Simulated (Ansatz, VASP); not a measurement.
## CuO2: VASP beside Ansatz

```
Cu O
1.0
     0.00000    2.38448    2.38448
     2.38448    0.00000    2.38448
     2.38448    2.38448    0.00000
Cu O
1 2
Direct
  0.00000 0.00000 0.00000
  0.25000 0.25000 0.25000
  0.75000 0.75000 0.75000
```

Alike in both runs: task single point; functional PBEsol; k mesh 16 × 16 × 16; occupations gaussian, width 0.1 eV; collinear spin.

|  | VASP | Ansatz |
| --- | --- | --- |
| version | VASP 6.6.1 | Ansatz 0.2.0 |
| potentials or method | VASP PAW PBE potentials, release 64 (Cu, O), cutoff 520 eV | scalar-relativistic, plane waves, PAW |
| valence electrons in the cell | 23 | 31 |

VASP gave:

| Property | Result |
| --- | --- |
| gap on the k mesh at the Fermi level (eV) | none |
| pressure (GPa) | 0.7 |
| net moment per atom (μB) | 0.64 |
| size of the moment on the site where the two differ most (μB) | 0.57 |

Task: Estimate Ansatz's values.

Result: gap on the k mesh at the Fermi level (eV): none; pressure (GPa): 0.0; net moment per atom (μB): 0.64; size of the moment on the site where the two differ most (μB): 0.63.

VASP's potentials were made for PBE, not for PBEsol. Site moments also hang on the region over which each program counts them. A gap of «none» marks a metal or a gap that the smearing closes. With one functional, cell and mesh, what is left measures potentials, basis and numerics. VASP's potentials hold 23 valence electrons a cell and Ansatz's 31, so a difference there can come from the potentials and not from the codes.
